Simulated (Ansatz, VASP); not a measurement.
## Be7S in VASP and in Ansatz

Contents of INCAR:

```
SYSTEM = Be7S
PREC = Accurate
ENCUT = 520
EDIFF = 1E-6
ISMEAR = 0
SIGMA = 0.2
LREAL = .FALSE.
LASPH = .TRUE.
NELM = 80
ALGO = Normal
ISIF = 2
LWAVE = .FALSE.
LCHARG = .TRUE.
GGA = PE
LELF = .TRUE.
LVHAR = .TRUE.
NBANDS = 20
```

The input KPOINTS:

```
Automatic mesh
0
G
  6 6 4
  0 0 0
```

The input POSCAR:

```
Be7S
1.0
    2.2090867684     -2.4745625755      0.0000000000
    2.2090867684      2.4745625755      0.0000000000
    0.0000000000      0.0000000000      7.0068543512
Be S
7 1
Direct
    0.7619253516      0.2380746484      0.5000000000
    0.2380746484      0.7619253516      0.5000000000
    0.7435209288      0.7435209288      0.2980883177
    0.7435209288      0.7435209288      0.7019116823
    0.2564790712      0.2564790712      0.7019116823
    0.2564790712      0.2564790712      0.2980883177
    0.5000000000      0.5000000000      0.0000000000
    0.0000000000      0.0000000000      0.0000000000
```

Input for Ansatz:

```yaml
crystal:
  lattice:
    - [2.2090867684, -2.4745625755, 0.0]
    - [2.2090867684, 2.4745625755, 0.0]
    - [0.0, 0.0, 7.0068543512]
  atoms:
    - { symbol: Be, position: [0.7619253516, 0.2380746484, 0.5] }
    - { symbol: Be, position: [0.2380746484, 0.7619253516, 0.5] }
    - { symbol: Be, position: [0.7435209288, 0.7435209288, 0.2980883177] }
    - { symbol: Be, position: [0.7435209288, 0.7435209288, 0.7019116823] }
    - { symbol: Be, position: [0.2564790712, 0.2564790712, 0.7019116823] }
    - { symbol: Be, position: [0.2564790712, 0.2564790712, 0.2980883177] }
    - { symbol: Be, position: [0.5, 0.5, 0.0] }
    - { symbol: S, position: [0.0, 0.0, 0.0] }
basis:
  ecutwfc: 420
kpoints:
  mp_grid: { grid: [6, 6, 4] }
hamiltonian:
  xc: pbe
scf:
  occupations: { method: gaussian, width: 0.2 }
  lower_state_search: "off"
output:
  forces: true
  stress: true
  eigenvalues: true
```

Alike in both runs: task single point; functional PBE; k mesh 6 × 6 × 4; occupations gaussian, width 0.2 eV; no spin polarisation.

|  | VASP | Ansatz |
| --- | --- | --- |
| version | VASP 6.6.1 | Ansatz 0.2.0 |
| potentials or method | VASP PAW PBE potentials, release 64 (Be, S), cutoff 520 eV | scalar-relativistic, plane waves, PAW |
| valence electrons in the cell | 20 | 20 |

VASP gave:

| Property | Result |
| --- | --- |
| gap on the k mesh at the Fermi level (eV) | none |
| pressure (GPa) | -0.1 |
| traceless stress, the component that is largest in VASP (GPa) | 1.56 |
| rms of the force components (eV/Å) | 0.021 |

Task: Estimate Ansatz's values.

Result: gap on the k mesh at the Fermi level (eV): none; pressure (GPa): -0.1; traceless stress, the component that is largest in VASP (GPa): 1.53; rms of the force components (eV/Å): 0.018.

Atom by atom the forces differ by 0.003 eV/Å (rms over components). A gap of «none» marks a metal or a gap that the smearing closes. With one functional, cell and mesh, what is left measures potentials, basis and numerics.
